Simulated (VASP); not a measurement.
# Sb (R-3m) in VASP: notebook

Sb is run at these levels: PBEsol; tasks: single point.

All numbers are computed with VASP 6.6.1; they aren't measurements. Logs are shortened: lines on timing, memory, paths and dates and some standing lists are left out, and cuts for length are marked.

## (1) The cell of the first run

It takes space group R-3m (No. 166, trigonal). The conventional cell has a = 4.360 Å, b = 4.360 Å, c = 10.930 Å, α = 90.00°, β = 90.00°, γ = 120.00°. Sb (site symmetry 3m) has 6 Sb at 2.91 to 3.33 Å within 3.8 Å.

## (2) Single point, PBEsol

INCAR reads:

```
PREC = Accurate
ENCUT = 520
EDIFF = 1E-7
ISMEAR = 0
SIGMA = 0.15
LREAL = F
LASPH = T
NELM = 80
ALGO = Normal
ISIF = 2
LWAVE = F
LCHARG = F
GGA = PS
NBANDS = 12
```

KPOINTS reads:

```
Automatic mesh
0
Gamma
  18 18 18
```

POSCAR reads:

```
Sb
1.0
    2.1800642718      1.2586606942      3.6434822834
   -2.1800642718      1.2586606942      3.6434822834
    0.0000000000     -2.5173213883      3.6434822834
Sb
2
Direct
    0.2336400000      0.2336400000      0.2336400000
    0.7663600000      0.7663600000      0.7663600000
```

Potentials or basis: VASP PAW PBE potentials, release 64 (Sb).

The run is started by

```bash
$ cat potpaw_PBE.64/Sb/POTCAR > POTCAR
$ mpirun -np 1 vasp_std > vasp.out
```

OUTCAR:

```text
PREC = Accurate
   ENCUT = 520
   EDIFF = 1E-7
   ISMEAR = 0
   LREAL = F
   LASPH = T
   NELM = 80
   ISIF = 2
   GGA = PS

 ion  position               nearest neighbor table
   1  0.234  0.234  0.234-   2 2.91   2 2.91   2 2.91   2 3.33   2 3.33   2 3.33
   2  0.766  0.766  0.766-   1 2.91   1 2.91   1 2.91   1 3.33   1 3.33   1 3.33

  LATTYP: Found a trigonal (rhomboedric) cell.
 ALAT       =     4.4285291149
 COS(alpha) =     0.5153261571

  Lattice vectors:

 A1 = (   2.1800642718,   1.2586606942,   3.6434822834)
 A2 = (  -2.1800642718,   1.2586606942,   3.6434822834)
 A3 = (   0.0000000000,  -2.5173213883,   3.6434822834)

Analysis of symmetry for initial positions (statically):
=====================================================================
 Subroutine PRICEL returns:
 Original cell was already a primitive cell.

 Routine SETGRP: Setting up the symmetry group for a
 trigonal (rhombohedral) supercell.

 Subroutine GETGRP returns: Found 12 space group operations
 (whereof 12 operations were pure point group operations)
 out of a pool of 12 trial point group operations.

The static configuration has the point symmetry D_3d.

Analysis of symmetry for dynamics (positions and initial velocities):
=====================================================================
 Subroutine PRICEL returns:
 Original cell was already a primitive cell.

 Routine SETGRP: Setting up the symmetry group for a
 trigonal (rhombohedral) supercell.

 Subroutine GETGRP returns: Found 12 space group operations
 (whereof 12 operations were pure point group operations)
 out of a pool of 12 trial point group operations.

The dynamic configuration has the point symmetry D_3d.

 Subroutine INISYM returns: Found 12 space group operations
 (whereof 12 operations are pure point group operations),
 and found     1 'primitive' translations

----------------------------------------------------------------------------------------

                                     Primitive cell

  volume of cell :      59.9854

  direct lattice vectors                    reciprocal lattice vectors
     2.180064272  1.258660694  3.643482283     0.229351036  0.132415883  0.091487568
    -2.180064272  1.258660694  3.643482283    -0.229351036  0.132415883  0.091487568
     0.000000000 -2.517321388  3.643482283     0.000000000 -0.264831765  0.091487568

  length of vectors
     4.428529115  4.428529115  4.428529115     0.280188934  0.280188934  0.280188934

  position of ions in fractional coordinates (direct lattice)
     0.233640000  0.233640000  0.233640000
     0.766360000  0.766360000  0.766360000

  ion indices of the primitive-cell ions
   primitive index   ion index
                 1           1
                 2           2

----------------------------------------------------------------------------------------

 KPOINTS: Automatic mesh

Automatic generation of k-mesh.
 Grid dimensions read from file:
 generate k-points for:   18   18   18

 Generating k-lattice:

  Cartesian coordinates                     Fractional coordinates (reciprocal lattice)
     0.012741724  0.007356438  0.005082643     0.055555556  0.000000000  0.000000000
    -0.012741724  0.007356438  0.005082643     0.000000000  0.055555556  0.000000000
     0.000000000 -0.014712876  0.005082643    -0.000000000 -0.000000000  0.055555556

  Length of vectors
     0.015566052  0.015566052  0.015566052

  Shift w.r.t. Gamma in fractional coordinates (k-lattice)
     0.000000000  0.000000000  0.000000000

 Subroutine IBZKPT returns following result:
 ===========================================

 Found    580 irreducible k-points:

 Following reciprocal coordinates:
            Coordinates               Weight
  0.000000  0.000000  0.000000      1.000000
  0.055556  0.000000  0.000000      6.000000
  0.111111  0.000000  0.000000      6.000000
  0.166667  0.000000  0.000000      6.000000
  0.222222  0.000000  0.000000      6.000000
  0.277778  0.000000  0.000000      6.000000
[... 16 lines left out ...]
 -0.277778  0.055556 -0.000000     12.000000
 -0.222222  0.055556  0.000000     12.000000
 [... further k-points ...]
   k-points           NKPTS =    580   k-points in BZ     NKDIM =    580   number of bands    NBANDS=     12
   number of dos      NEDOS =    301   number of ions     NIONS =      2
   total plane-waves  NPLWV =  46656
   dimension x,y,z NGX =    36 NGY =   36 NGZ =   36
   dimension x,y,z NGXF=    72 NGYF=   72 NGZF=   72
   ions per type =               2
   NGX,Y,Z   is equivalent  to a cutoff of  13.51, 13.51, 13.51 a.u.
   NGXF,Y,Z  is equivalent  to a cutoff of  27.03, 27.03, 27.03 a.u.
 SYSTEM =  unknown system
   PREC   = accura    normal or accurate (medium, high low for compatibility)
   ISTART =      0    job   : 0-new  1-cont  2-samecut
   ICHARG =      2    charge: 1-file 2-atom 10-const
   ISPIN  =      1    spin polarized calculation?
   LNONCOLLINEAR =      F non collinear calculations
   LSORBIT =      F    spin-orbit coupling
   LASPH  =      T    aspherical Exc in radial PAW
   ENCUT  =  520.0 eV  38.22 Ry    6.18 a.u.   8.23  8.23  8.23*2*pi/ulx,y,z
   NELM   =     80;   NELMIN=  2; NELMDL= -5     # of ELM steps
   EDIFF  = 0.1E-06   stopping-criterion for ELM
   LREAL  =      F    real-space projection
   EDIFFG = 0.1E-05   stopping-criterion for IOM
   NSW    =      0    number of steps for IOM
   IBRION =     -1    ionic relax: 0-MD 1-quasi-New 2-CG
   NFREE  =      0    steps in history (QN), initial steepest desc. (CG)
   ISIF   =      2    stress and relaxation
   ISYM   =      2    0-nonsym 1-usesym 2-fastsym
   POTIM  = 0.5000    time-step for ionic-motion
   TEBEG  =    0.0;   TEEND  =   0.0 temperature during run
   PSTRESS=    0.0 pullay stress
   NELECT =      10.0000    total number of electrons
   NUPDOWN=      -1.0000    fix difference up-down
   EMIN   =  10.00;   EMAX   =-10.00  energy-range for DOS
   EFERMI =   0.00;   METHOD = LEGACY
   ISMEAR =     0;   SIGMA  =   0.15  broadening in eV -4-tet -1-fermi 0-gaus
   EFERMI_NEDOS =   21; number of points for ismear=-14 and -15
   IALGO  =     38    algorithm
   IMIX   =      4    mixing-type and parameters
     AMIX     =   0.40;   BMIX     =  1.00
     AMIX_MAG =   1.60;   BMIX_MAG =  1.00
  volume/ion in A,a.u.               =      29.99       202.40
  Fermi-wavevector in a.u.,A,eV,Ry     =   0.901003  1.702649 11.045295  0.811806
  Thomas-Fermi vector in A             =   2.024030
   LORBIT       =      0    0 simple, 1 ext, 2 COOP (PROOUT), +10 PAW based schemes
   GGA     = PS    functional components
   LHFCALC =     F    Hartree Fock is set to
   AEXX    =    0.0000 exact exchange contribution
   IVDW    =     0    specifies the selected vdW correction
   LEPSILON=     F    determine dielectric tensor
   LRPA    =     F    only Hartree local field effects (RPA)
 non-spin polarized calculation
 Gauss-broadening in eV      SIGMA  =   0.15
  energy-cutoff  :      520.00
  volume of cell :       59.99
 maximum number of plane-waves:      1634
 NGX is ok and might be reduce to    36
   NGX = 17   NGY = 17   NGZ = 17

 number of electron      10.0000000 magnetization

 Free energy of the ion-electron system (eV)
  ---------------------------------------------------
  ext. energy  EPLUGINS =         0.00000000
  ---------------------------------------------------
  free energy    TOTEN  =        -9.10520095 eV

  energy without entropy =       -9.10237759  energy(sigma->0) =       -9.10378927

 E-fermi :   7.0703     XC(G=0):  -9.6984

 val. band max:        7.0668722847   @ k =   0.5000   0.4444   0.3889
 cond. band min:       7.0883587446   @ k =   0.3889   0.1111   0.1111
 fundamental gap:      0.0214864599
 Fermi energy:         7.0702835494

 k-point     1 :       0.0000    0.0000    0.0000
  band No.  band energies     occupation
      1      -5.5543      2.00000
      2       2.4791      2.00000
      3       5.2613      2.00000
      4       5.2613      2.00000
      5       5.4520      2.00000
      6       9.3173      0.00000
      7       9.9544      0.00000
      8       9.9544      0.00000
      9      12.1020      0.00000
     10      12.1020      0.00000
     11      12.5262      0.00000
     12      13.6471      0.00000

 k-point     2 :       0.0556    0.0000    0.0000
  band No.  band energies     occupation
      1      -5.5205      2.00000
      2       2.2957      2.00000
      3       5.2567      2.00000
      4       5.3383      2.00000
      5       5.4811      2.00000
      6       9.2872      0.00000
      7       9.8636      0.00000
      8       9.8690      0.00000
      9      11.9539      0.00000
     10      12.0870      0.00000
     11      12.4146      0.00000
     12      13.9197      0.00000

 k-point     3 :       0.1111    0.0000    0.0000
  band No.  band energies     occupation
      1      -5.4192      2.00000
      2       1.8281      2.00000
      3       5.2449      2.00000
      4       5.3974      2.00000
      5       5.6627      2.00000
      6       9.1716      0.00000
      7       9.6223      0.00000
      8       9.6233      0.00000
      9      11.7067      0.00000
     10      12.1393      0.00000
     11      12.3295      0.00000
     12      14.5279      0.00000

 k-point     4 :       0.1667    0.0000    0.0000
  band No.  band energies     occupation
      1      -5.2510      2.00000
      2       1.2076      2.00000
      3       5.2310      2.00000
      4       5.4115      2.00000
      5       5.9094      2.00000
      6       8.9320      0.00000
      7       9.2622      0.00000
      8       9.2908      0.00000
      9      11.6389      0.00000
     10      12.3547      0.00000
     11      12.4174      0.00000
     12      15.3367      0.00000

 k-point     5 :       0.2222    0.0000    0.0000
  band No.  band energies     occupation
      1      -5.0168      2.00000
      2       0.5192      2.00000
      3       5.2212      2.00000
      4       5.4303      2.00000
      5       6.1213      2.00000
      6       8.5902      0.00000
      7       8.8593      0.00000
      8       8.9083      0.00000
      9      11.8424      0.00000
     10      12.6917      0.00000
     11      12.7325      0.00000
     12      16.2844      0.00000
[... 228 lines left out ...]
      1      -3.7620      2.00000
      2      -1.7676      2.00000
      3       4.7977      2.00000
      4       5.7607      2.00000
      5       6.4592      2.00000
      6       7.3109      0.02327
      7       7.6709      0.00000
      8       8.5632      0.00000
      9      13.6393      0.00000
     10      14.3431      0.00000
     11      15.5577      0.00000
     12      16.6197      0.00000

 k-point    22 :      -0.3333    0.0556    0.0000
  band No.  band energies     occupation
      1      -4.1913      2.00000
      2      -1.1261      2.00000
      3       4.7599      2.00000
      4       5.8101      2.00000
      5       6.4276      2.00000
      6       7.5092      0.00004
      7       7.7882      0.00000
      8       8.8462      0.00000
      9      12.8994      0.00000
     10      13.6541      0.00000
     11      14.7554      0.00000
     12      17.4048      0.00000

 k-point    23 :      -0.2778    0.0556   -0.0000
  band No.  band energies     occupation
      1      -4.5706      2.00000
      2      -0.4470      2.00000
      3       4.7542      2.00000
      4       5.8014      2.00000
      5       6.3609      2.00000
      6       7.8158      0.00000
      7       8.0299      0.00000
      8       9.1603      0.00000
      9      12.2726      0.00000
     10      13.0924      0.00000
     11      14.0230      0.00000
     12      16.9892      0.00000

 k-point    24 :      -0.2222    0.0556    0.0000
  band No.  band energies     occupation
      1      -4.8906      2.00000
      2       0.2448      2.00000
      3       4.7860      2.00000
      4       5.7538      2.00000
      5       6.2485      2.00000
      6       8.1935      0.00000
      7       8.3654      0.00000
      8       9.4706      0.00000
      9      11.8023      0.00000
     10      12.6852      0.00000
     11      13.3776      0.00000
     12      16.0856      0.00000

 [... further k-points ...]

------------------------ aborting loop because EDIFF is reached ----------------------------------------

  FORCE on cell =-STRESS in cart. coord.  units (eV):
  Direction    XX          YY          ZZ          XY          YZ          ZX
  --------------------------------------------------------------------------------------
  -------------------------------------------------------------------------------------
  Total       -0.0408298     -0.0408298      0.3606300      0.0000000      0.0000000      0.0000000
  in kB       -1.0905404     -1.0905404      9.6322248      0.0000000      0.0000000      0.0000000
  external PRESSURE =       2.4837146 kB  Pullay stress =       0.0000000 kB

 VOLUME and BASIS-vectors are now :
 -----------------------------------------------------------------------------
  energy-cutoff  :      520.00
  volume of cell :       59.99
      direct lattice vectors                 reciprocal lattice vectors
     2.180064272  1.258660694  3.643482283     0.229351036  0.132415883  0.091487568
    -2.180064272  1.258660694  3.643482283    -0.229351036  0.132415883  0.091487568
     0.000000000 -2.517321388  3.643482283     0.000000000 -0.264831765  0.091487568

 POSITION                                       TOTAL-FORCE (eV/Angst)
 -----------------------------------------------------------------------------------
      0.00000      0.00000      2.55379         0.000000      0.000000      0.276912
      0.00000      0.00000      8.37666         0.000000     -0.000000     -0.276912
 -----------------------------------------------------------------------------------
    total drift:                                0.000000     -0.000000      0.000000

  FREE ENERGIE OF THE ION-ELECTRON SYSTEM (eV)
  ---------------------------------------------------
  free  energy   TOTEN  =        -9.1052009501 eV

  energy  without entropy=       -9.1023775932  energy(sigma->0) =       -9.10378927
```

Run time: 13 min. Hardware: 1 thread of Intel Xeon 8259CL, shared host; peak memory 0.48 GiB.

What came out:

* Free energy: -9.1052 eV
* Pressure: 0.2 GPa
* Largest force: 0.277 eV/Å
* Band gap on the k mesh: zero (bands 5 and 6 overlap by 0.24 eV)

Forces in eV/Å, atoms in the order of the input:
```
Sb   0.000  0.000  0.277
Sb   0.000  0.000 -0.277
```

Caveat: the PAW data sets were made with another functional, which shifts forces and pressure a little; spin-orbit coupling is left out, which moves the levels of the heavy elements.

(Part 1 of 2 ends here.)

The gap in the log of VASP goes by the Fermi energy; the results here count the filled bands.